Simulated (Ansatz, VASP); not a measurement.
# One calculation of HCl, two programs

```xyz
2
Lattice="-2.5382 2.6996 0.0000 2.5382 0.0000 2.8813 2.5382 2.6996 0.0000" Properties=species:S:1:pos:R:3 pbc="T T T"
H     0.0000    0.0000    0.0000
Cl    0.0000    2.6996    0.0000
```

Alike in both runs: task single point; functional r2SCAN; k mesh 11 × 11 × 11; no spin polarisation.

|  | VASP | Ansatz |
| --- | --- | --- |
| version | VASP 6.6.1 | Ansatz 0.2.0 |
| potentials or method | VASP PAW PBE potentials, release 64 (H, Cl), cutoff 520 eV | PAW plane waves |
| occupations | fermi-dirac, width 0.1 eV | fermi-dirac |
| valence electrons in the cell | 8 | 8 |

```tsv
	VASP	Ansatz	Ansatz less VASP
pressure (GPa)	-10.4	-10.3	+0.09
traceless stress, the component that is largest in VASP (GPa)	-5.70	-5.68	+0.010
```

VASP's potentials were made for PBE, not for r2SCAN.
